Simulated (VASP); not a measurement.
Wanted: the native input for a VASP 6.6.1 run.

* Task: single point
* Functional: PBE
* Potentials or basis: VASP PAW PBE potentials, release 64 (Cs_sv, Cd, Te)
* Cutoff: 520 eV
* k mesh: 4 × 4 × 4
* Occupations: gaussian, width 0.2 eV
* Spin: no spin polarisation
* Dipole correction: no
* Further INCAR settings: ALGO = Fast; EDIFF = 1e-06; NBANDS = 60

The structure of Cs3Cd4Te4 lies in POSCAR:

```
Cs3Cd4Te4
1.0
   -4.7371124882      4.7371124882      4.7371124882
    4.7371124882     -4.7371124882      4.7371124882
    4.7371124882      4.7371124882     -4.7371124882
Cs Cd Te
3 4 4
Direct
    0.0000000000      0.5000000000      0.5000000000
    0.5000000000      0.0000000000      0.5000000000
    0.5000000000      0.5000000000      0.0000000000
    0.2403197747      0.2403197747      0.2403197747
    0.0000000000      0.0000000000      0.7596802253
    1.0000000000      0.7596802253      0.0000000000
    0.7596802253      1.0000000000      1.0000000000
    0.5951147709      0.5951147709      0.5951147709
    0.0000000000      0.0000000000      0.4048852291
    1.0000000000      0.4048852291      0.0000000000
    0.4048852291      1.0000000000      1.0000000000
```

One way to write it, as run:

INCAR

```
SYSTEM = Cs3Cd4Te4
ALGO     = Fast           ! electronic algorithm
EDIFF    = 1E-6           ! SCF threshold, eV
ENCUT    = 520            ! plane-wave cutoff, eV
GGA      = PE             ! functional
ISIF     = 2              ! what is computed and relaxed
ISMEAR   = 0              ! smearing method
LASPH    = .True.         ! aspherical terms in the spheres
LCHARG   = .False.        ! write CHGCAR
LREAL    = .False.        ! projectors in reciprocal space
LWAVE    = .False.        ! write WAVECAR
NBANDS   = 60             ! bands
NELM     = 80             ! most SCF steps
PREC     = Accurate       ! precision mode
SIGMA    = 0.2            ! smearing width, eV
```

KPOINTS

```
k-points
0
Gamma
  4 4 4
  0 0 0
```

Potentials or basis: VASP PAW PBE potentials, release 64 (Cs_sv, Cd, Te).

Launch:

```sh
$ cat potpaw_PBE.64/Cs_sv/POTCAR potpaw_PBE.64/Cd/POTCAR potpaw_PBE.64/Te/POTCAR > POTCAR
$ mpirun -np 1 vasp_std > vasp.out
```

It gave:

| Quantity | Value |
| --- | --- |
| Pressure | 0.1 GPa |
| Largest force | 0.010 eV/Å |
| Band gap on the k mesh | zero (an odd number of electrons rules out a gap without spin polarisation) |

Caveat: spin-orbit coupling is left out, which moves the levels of the heavy elements.

Run time: 3.2 min on 1 thread of Intel(R) Xeon(R) 6975P-C (Granite Rapids), on a shared host, peak memory 0.67 GiB.
